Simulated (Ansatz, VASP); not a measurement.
**Two plane-wave programs on TiB2**

```xyz
3
Lattice="3.0292 0.0000 0.0000 -1.5146 2.6234 0.0000 0.0000 0.0000 3.2284" Properties=species:S:1:pos:R:3 pbc="T T T"
Ti    0.0168    0.0487    0.0281
B     1.4845    0.8225    1.6213
B     0.0139    1.7916    1.6027
```

Change from the starting cell: atoms moved at random, drawn with an rms of 0.05 Å.

Alike in both runs: task single point; functional PBEsol; dispersion D4; k mesh 10 × 10 × 8; occupations fermi-dirac, width 0.05 eV; no spin polarisation.

|  | VASP | Ansatz |
| --- | --- | --- |
| version | VASP 6.6.1 | Ansatz 0.2.0 |
| potentials or method | VASP PAW PBE potentials, release 64 (Ti_sv, B) | Ansatz PAW |
| plane-wave cutoff (eV) | 520 | 420 |
| valence electrons in the cell | 18 | 18 |

```tsv
	VASP	Ansatz	Ansatz less VASP
gap on the k mesh at the Fermi level (eV)	none	none	-
pressure (GPa)	-7.3	-7.7	-0.36
traceless stress, the component that is largest in VASP (GPa)	4.92	4.83	-0.095
rms of the force components (eV/Å)	0.897	0.891	-0.0061
```

VASP's potentials were made for PBE, not for PBEsol. Atom by atom the forces differ by 0.006 eV/Å (rms over components). A gap of «none» marks a metal or a gap that the smearing closes.
